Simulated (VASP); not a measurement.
Input of a VASP 6.6.1 run:

INCAR

```
PREC     = Accurate       # precision mode
ENCUT    = 520            # plane-wave cutoff, eV
EDIFF    = 1E-6           # SCF threshold, eV
ISMEAR   = 0              # smearing method
SIGMA    = 0.1            # smearing width, eV
LREAL    = False          # projectors in reciprocal space
LASPH    = True           # aspherical terms in the spheres
NELM     = 80             # most SCF steps
ALGO     = Normal         # electronic algorithm
ISIF     = 2              # what is computed and relaxed
LWAVE    = False          # write WAVECAR
LCHARG   = False          # write CHGCAR
GGA      = PE             # functional
NBANDS   = 47             # bands
```

Contents of KPOINTS:

```
regular mesh
0
Gamma
  3 3 6
```

File POSCAR:

```
Hf2Ge3Ru
1.0
    5.9597468700      0.0000000000      0.0000000000
   -2.9798734300      5.1612921900      0.0000000000
    0.0000000000      0.0000000000      3.4104275600
Hf Ge Ru
2 3 1
Direct
    0.3333333300      0.6666666700      0.0000000000
    0.6666666700      0.3333333300      0.0000000000
    0.5000000000      0.0000000000      0.5000000000
    0.5000000000      0.5000000000      0.5000000000
    0.0000000000      0.5000000000      0.5000000000
    0.0000000000      0.0000000000      0.0000000000
```

Potentials or basis: VASP PAW PBE potentials, release 64 (Hf_pv, Ge_d, Ru_pv).

The run is started by

```bash
$ cat potpaw_PBE.64/Hf_pv/POTCAR potpaw_PBE.64/Ge_d/POTCAR potpaw_PBE.64/Ru_pv/POTCAR > POTCAR
$ mpirun -np 1 vasp_std > vasp.out
```

Problem. Estimate the pressure.

Solution. 32.4 GPa.

Problem. What does it give for the band gap on the k mesh?

Solution. Zero (band 38 reaches 7.35 eV, above the bottom of band 39 at 6.16 eV).

Stress tensor (GPa, compression positive):
```
19.59  0.00  0.00
 0.00 19.59  0.00
 0.00  0.00 58.14
```

Caveat: the k points lie up to 0.41 Å⁻¹ apart; spin-orbit coupling is left out, which moves the levels of the heavy elements.
